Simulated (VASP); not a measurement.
Set up this calculation in VASP 6.6.1, as the native input.

- Task: single point
- Functional: PBE
- Potentials or basis: VASP PAW PBE potentials, release 64 (Mn_pv, Hg)
- Cutoff: 520 eV
- k mesh: 10 × 10 × 10
- Occupations: fermi-dirac, width 0.1 eV
- Spin: collinear spin, ferromagnetic start
- Starting moments: [4.0, 0.0] μB
- Dipole correction: no
- Further INCAR settings: ALGO = Normal; EDIFF = 1e-06; NBANDS = 24

The structure of MnHg lies in POSCAR:

```
MnHg
1.0
    3.3150000000      0.0000000000      0.0000000000
    0.0000000000      3.3150000000      0.0000000000
    0.0000000000      0.0000000000      3.3150000000
Mn Hg
1 1
Direct
    0.5000000000      0.5000000000      0.5000000000
    0.0000000000      0.0000000000      0.0000000000
```

The input as run:

INCAR

```
SYSTEM = MnHg
ALGO = Normal ; EDIFF = 1E-6
ENCUT = 520 ; GGA = PE
ISIF = 2 ; ISMEAR = -1
ISPIN = 2 ; LASPH = .TRUE.
LCHARG = .FALSE. ; LMAXMIX = 4
LORBIT = 11 ; LREAL = .FALSE.
LWAVE = .FALSE. ; MAGMOM = 4 0
NBANDS = 24 ; NELM = 150
PREC = Accurate ; SIGMA = 0.1
```

KPOINTS

```
k-points
0
G
  10 10 10
  0 0 0
```

Potentials or basis: VASP PAW PBE potentials, release 64 (Mn_pv, Hg).

Run with:

```sh
$ cat potpaw_PBE.64/Mn_pv/POTCAR potpaw_PBE.64/Hg/POTCAR > POTCAR
$ mpirun -np 1 vasp_std > vasp.out
```

Results of the run:

The pressure is 0.7 GPa. The net moment is 3.89 μB per cell. The site moments are Mn +3.80; Hg -0.06 μB and the valence electrons inside the program's atomic spheres are Mn 11.40; Hg 10.59.

It took 41 s on 1 thread of Intel(R) Xeon(R) 6975P-C (Granite Rapids), with other jobs on the host, peak memory 0.22 GiB.
